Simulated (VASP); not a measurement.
# Al4Co in VASP: notebook

The runs below take Al4Co through single point, with PBE.

Program: VASP 6.6.1. These are calculated values, not measurements. Logs are shortened: lines on timing, memory, paths and dates and some standing lists are left out, and cuts for length are marked.

### Step 1. The cell of the first run

The typed cell holds 5 atoms: a = 4.823 Å, b = 4.823 Å, c = 4.823 Å, α = 109.47°, β = 109.47°, γ = 109.47°.

### Step 2. Single point, PBE, collinear spin, ferromagnetic start

The input, INCAR:

```
SYSTEM = Al4Co
PREC = Accurate ; ENCUT = 520
EDIFF = 1E-6 ; ISMEAR = 0
SIGMA = 0.2 ; LREAL = .False.
LASPH = .True. ; NELM = 150
ALGO = Normal ; ISIF = 2
LWAVE = .False. ; LCHARG = .False.
ISPIN = 2 ; MAGMOM = 0 0 0 0 3
LORBIT = 11 ; LMAXMIX = 4
GGA = PE ; NBANDS = 22
```

The input, KPOINTS:

```
regular mesh
0
Gamma
  4 4 4
  0 0 0
```

The input, POSCAR:

```
Al4Co
1.0
   -2.7845770943      2.7845770943      2.7845770943
    2.7845770943     -2.7845770943      2.7845770943
    2.7845770943      2.7845770943     -2.7845770943
Al Co
4 1
Direct
    0.4999772327      0.4999772327      0.4999772327
    0.0000000000      0.0000000000      0.5000227673
    0.0000000000      0.5000227673      0.0000000000
    0.5000227673      0.0000000000      0.0000000000
    0.0000000000      0.0000000000      0.0000000000
```

Potentials or basis: VASP PAW PBE potentials, release 64 (Al, Co).

Command:

```bash
$ cat potpaw_PBE.64/Al/POTCAR potpaw_PBE.64/Co/POTCAR > POTCAR
$ mpirun -np 1 vasp_std > vasp.out
```

OUTCAR:

```text
SYSTEM = Al4Co
   PREC = Accurate
   ENCUT = 520
   EDIFF = 1E-6
   ISMEAR = 0
   LREAL = .False.
   LASPH = .True.
   NELM = 150
   ISIF = 2
   ISPIN = 2
   LORBIT = 11
   GGA = PE

 ion  position               nearest neighbor table
   1  0.500  0.500  0.500-   5 2.41   5 2.41   4 2.78   3 2.78   2 2.78   2 2.78   4 2.78   3 2.78

   2  0.000  0.000  0.500-   5 2.41   5 2.41   1 2.78   4 2.78   3 2.78   4 2.78   3 2.78   1 2.78

   3  0.000  0.500  0.000-   5 2.41   5 2.41   1 2.78   2 2.78   4 2.78   2 2.78   4 2.78   1 2.78

   4  0.500  0.000  0.000-   5 2.41   5 2.41   1 2.78   2 2.78   2 2.78   3 2.78   3 2.78   1 2.78

   5  0.000  0.000  0.000-   1 2.41   2 2.41   3 2.41   4 2.41   3 2.41   2 2.41   4 2.41   1 2.41

  LATTYP: Found a body centered cubic cell.
 ALAT       =     5.5691541886

  Lattice vectors:

 A1 = (  -2.7845770943,   2.7845770943,   2.7845770943)
 A2 = (   2.7845770943,  -2.7845770943,   2.7845770943)
 A3 = (   2.7845770943,   2.7845770943,  -2.7845770943)

Analysis of symmetry for initial positions (statically):
=====================================================================
 Subroutine PRICEL returns:
 Original cell was already a primitive cell.

 Routine SETGRP: Setting up the symmetry group for a
 body centered cubic supercell.

 Subroutine GETGRP returns: Found 24 space group operations
 (whereof 24 operations were pure point group operations)
 out of a pool of 48 trial point group operations.

The static configuration has the point symmetry T_d .

Analysis of symmetry for dynamics (positions and initial velocities):
=====================================================================
 Subroutine PRICEL returns:
 Original cell was already a primitive cell.

 Routine SETGRP: Setting up the symmetry group for a
 body centered cubic supercell.

 Subroutine GETGRP returns: Found 24 space group operations
 (whereof 24 operations were pure point group operations)
 out of a pool of 48 trial point group operations.

The dynamic configuration has the point symmetry T_d .

Analysis of structural, dynamic, and magnetic symmetry:
=====================================================================
 Subroutine PRICEL returns:
 Original cell was already a primitive cell.

 Routine SETGRP: Setting up the symmetry group for a
 body centered cubic supercell.

 Subroutine GETGRP returns: Found 24 space group operations
 (whereof 24 operations were pure point group operations)
 out of a pool of 48 trial point group operations.

The overall configuration has the point symmetry T_d .

 Subroutine INISYM returns: Found 24 space group operations
 (whereof 24 operations are pure point group operations),
 and found     1 'primitive' translations

----------------------------------------------------------------------------------------

                                     Primitive cell

  volume of cell :      86.3650

  direct lattice vectors                    reciprocal lattice vectors
    -2.784577094  2.784577094  2.784577094     0.000000000  0.179560480  0.179560480
     2.784577094 -2.784577094  2.784577094     0.179560480  0.000000000  0.179560480
     2.784577094  2.784577094 -2.784577094     0.179560480  0.179560480  0.000000000

  length of vectors
     4.823029005  4.823029005  4.823029005     0.253936866  0.253936866  0.253936866

  position of ions in fractional coordinates (direct lattice)
     0.499977233  0.499977233  0.499977233
     0.000000000  0.000000000  0.500022767
     0.000000000  0.500022767  0.000000000
     0.500022767  0.000000000  0.000000000
     0.000000000  0.000000000  0.000000000

  ion indices of the primitive-cell ions
   primitive index   ion index
                 1           1
                 2           2
                 3           3
                 4           4
                 5           5

----------------------------------------------------------------------------------------

 KPOINTS: regular mesh

Automatic generation of k-mesh.
 Grid dimensions read from file:
 generate k-points for:    4    4    4

 Generating k-lattice:

  Cartesian coordinates                     Fractional coordinates (reciprocal lattice)
     0.000000000  0.044890120  0.044890120     0.250000000  0.000000000  0.000000000
     0.044890120  0.000000000  0.044890120     0.000000000  0.250000000  0.000000000
     0.044890120  0.044890120  0.000000000     0.000000000  0.000000000  0.250000000

  Length of vectors
     0.063484217  0.063484217  0.063484217

  Shift w.r.t. Gamma in fractional coordinates (k-lattice)
     0.000000000  0.000000000  0.000000000

 Subroutine IBZKPT returns following result:
 ===========================================

 Found      8 irreducible k-points:

 Following reciprocal coordinates:
            Coordinates               Weight
  0.000000  0.000000  0.000000      1.000000
  0.250000  0.000000  0.000000     12.000000
  0.500000  0.000000  0.000000      6.000000
  0.250000  0.250000  0.000000     24.000000
  0.250000  0.250000  0.250000      2.000000
 -0.250000  0.250000  0.250000      6.000000
  0.500000  0.500000  0.250000     12.000000
  0.500000  0.500000  0.500000      1.000000
   k-points           NKPTS =      8   k-points in BZ     NKDIM =      8   number of bands    NBANDS=     22
   number of dos      NEDOS =    301   number of ions     NIONS =      5
   total plane-waves  NPLWV =  46656
   dimension x,y,z NGX =    36 NGY =   36 NGZ =   36
   dimension x,y,z NGXF=    72 NGYF=   72 NGZF=   72
   ions per type =               4   1
   NGX,Y,Z   is equivalent  to a cutoff of  12.41, 12.41, 12.41 a.u.
   NGXF,Y,Z  is equivalent  to a cutoff of  24.82, 24.82, 24.82 a.u.
 SYSTEM =  Al4Co
   PREC   = accura    normal or accurate (medium, high low for compatibility)
   ISTART =      0    job   : 0-new  1-cont  2-samecut
   ICHARG =      2    charge: 1-file 2-atom 10-const
   ISPIN  =      2    spin polarized calculation?
   LNONCOLLINEAR =      F non collinear calculations
   LSORBIT =      F    spin-orbit coupling
   LASPH  =      T    aspherical Exc in radial PAW
   ENCUT  =  520.0 eV  38.22 Ry    6.18 a.u.   8.97  8.97  8.97*2*pi/ulx,y,z
   NELM   =    150;   NELMIN=  2; NELMDL= -5     # of ELM steps
   EDIFF  = 0.1E-05   stopping-criterion for ELM
   LREAL  =      F    real-space projection
[... 7 lines left out ...]
   TEBEG  =    0.0;   TEEND  =   0.0 temperature during run
   PSTRESS=    0.0 pullay stress
   NELECT =      21.0000    total number of electrons
   NUPDOWN=      -1.0000    fix difference up-down
   EMIN   =  10.00;   EMAX   =-10.00  energy-range for DOS
   EFERMI =   0.00;   METHOD = LEGACY
   ISMEAR =     0;   SIGMA  =   0.20  broadening in eV -4-tet -1-fermi 0-gaus
   EFERMI_NEDOS =   21; number of points for ismear=-14 and -15
   IALGO  =     38    algorithm
   IMIX   =      4    mixing-type and parameters
     AMIX     =   0.40;   BMIX     =  1.00
     AMIX_MAG =   1.60;   BMIX_MAG =  1.00
  volume/ion in A,a.u.               =      17.27       116.56
  Fermi-wavevector in a.u.,A,eV,Ry     =   1.021807  1.930934 14.205688  1.044089
  Thomas-Fermi vector in A             =   2.155451
   LORBIT       =     11    0 simple, 1 ext, 2 COOP (PROOUT), +10 PAW based schemes
   GGA     = PE    functional components
   LHFCALC =     F    Hartree Fock is set to
   AEXX    =    0.0000 exact exchange contribution
   IVDW    =     0    specifies the selected vdW correction
   LEPSILON=     F    determine dielectric tensor
   LRPA    =     F    only Hartree local field effects (RPA)
 spin polarized calculation
 Gauss-broadening in eV      SIGMA  =   0.20
  energy-cutoff  :      520.00
  volume of cell :       86.36
 maximum number of plane-waves:      2382
   NGX = 17   NGY = 17   NGZ = 17

 number of electron      21.0000007 magnetization       0.6255513

 Free energy of the ion-electron system (eV)
  ---------------------------------------------------
  ext. energy  EPLUGINS =         0.00000000
  ---------------------------------------------------
  free energy    TOTEN  =       -22.60818319 eV

  energy without entropy =      -22.51159540  energy(sigma->0) =      -22.55988930

 E-fermi :   6.7104     XC(G=0): -10.0396

 val. band max:        6.6711087612   @ k =   0.2500   0.2500   0.0000
 cond. band min:       6.7235983835   @ k =   0.5000   0.5000   0.2500
 fundamental gap:      0.0524896223
 Fermi energy:         6.7103646943

 spin component 1

 k-point     1 :       0.0000    0.0000    0.0000
  band No.  band energies     occupation
      1      -3.1557      1.00000
      2       3.3777      1.00000
      3       3.3777      1.00000
      4       3.3777      1.00000
      5       4.6474      1.00000
      6       4.6474      1.00000
[... 173 lines left out ...]
      5       2.1282      1.00000
      6       2.1282      1.00000
[... 14 lines left out ...]
     21      16.4505      0.00000
     22      16.4505      0.00000
 Fermi energy:         6.7103646943

 spin component 2

 k-point     1 :       0.0000    0.0000    0.0000
  band No.  band energies     occupation
      1      -3.0833      1.00000
      2       3.5606      1.00000
      3       3.5606      1.00000
      4       3.5606      1.00000
      5       4.9643      1.00000
      6       4.9643      1.00000
[... 174 lines left out ...]
      6       2.2761      1.00000
[... 14 lines left out ...]
     21      16.5032      0.00000
     22      16.5032      0.00000

------------------------ aborting loop because EDIFF is reached ----------------------------------------

  FORCE on cell =-STRESS in cart. coord.  units (eV):
  Direction    XX          YY          ZZ          XY          YZ          ZX
  --------------------------------------------------------------------------------------
  -------------------------------------------------------------------------------------
  Total        0.0134274      0.0134274      0.0134274      0.0000000     -0.0000000      0.0000000
  in kB        0.2490954      0.2490954      0.2490954      0.0000000     -0.0000000      0.0000000
  external PRESSURE =       0.2490954 kB  Pullay stress =       0.0000000 kB

 VOLUME and BASIS-vectors are now :
 -----------------------------------------------------------------------------
  energy-cutoff  :      520.00
  volume of cell :       86.36
      direct lattice vectors                 reciprocal lattice vectors
    -2.784577094  2.784577094  2.784577094     0.000000000  0.179560480  0.179560480
     2.784577094 -2.784577094  2.784577094     0.179560480  0.000000000  0.179560480
     2.784577094  2.784577094 -2.784577094     0.179560480  0.179560480  0.000000000

 POSITION                                       TOTAL-FORCE (eV/Angst)
 -----------------------------------------------------------------------------------
      1.39223      1.39223      1.39223         0.000488      0.000488      0.000488
      1.39235      1.39235     -1.39235        -0.000488     -0.000488      0.000488
      1.39235     -1.39235      1.39235        -0.000488      0.000488     -0.000488
     -1.39235      1.39235      1.39235         0.000488     -0.000488     -0.000488
      0.00000      0.00000      0.00000         0.000000     -0.000000      0.000000
 -----------------------------------------------------------------------------------
    total drift:                               -0.000000     -0.000000     -0.000000

  FREE ENERGIE OF THE ION-ELECTRON SYSTEM (eV)
  ---------------------------------------------------
  free  energy   TOTEN  =       -22.6081831911 eV

  energy  without entropy=      -22.5115954042  energy(sigma->0) =      -22.55988930

 total charge

# of ion       s       p       d       tot
------------------------------------------
    1        0.437   0.362   0.000   0.799
    2        0.437   0.362   0.000   0.799
    3        0.437   0.362   0.000   0.799
    4        0.437   0.362   0.000   0.799
    5        0.482   0.553   7.511   8.546
--------------------------------------------------
tot          2.229   2.001   7.511  11.741

 magnetization (x)

# of ion       s       p       d       tot
------------------------------------------
    1        0.002   0.009   0.000   0.011
    2        0.002   0.009   0.000   0.011
    3        0.002   0.009   0.000   0.011
    4        0.002   0.009   0.000   0.011
    5        0.010   0.003   0.362   0.375
--------------------------------------------------
tot          0.018   0.040   0.362   0.420
```

Wall time 23 s (1 thread of Intel Xeon Platinum 8488C (Sapphire Rapids), shared host); peak memory 0.24 GiB.

Results:

| Item | Value |
| --- | --- |
| Free energy | -22.6082 eV |
| Pressure | 0.0 GPa |
| Net moment | 0.63 μB per cell |
| Site moments | Al +0.01; Co +0.38 μB |
| Valence electrons inside the program's atomic spheres | Al 0.80; Co 8.55 |

Caveat: the k points lie up to 0.40 Å⁻¹ apart.

(Part 1 of 2 ends here.)
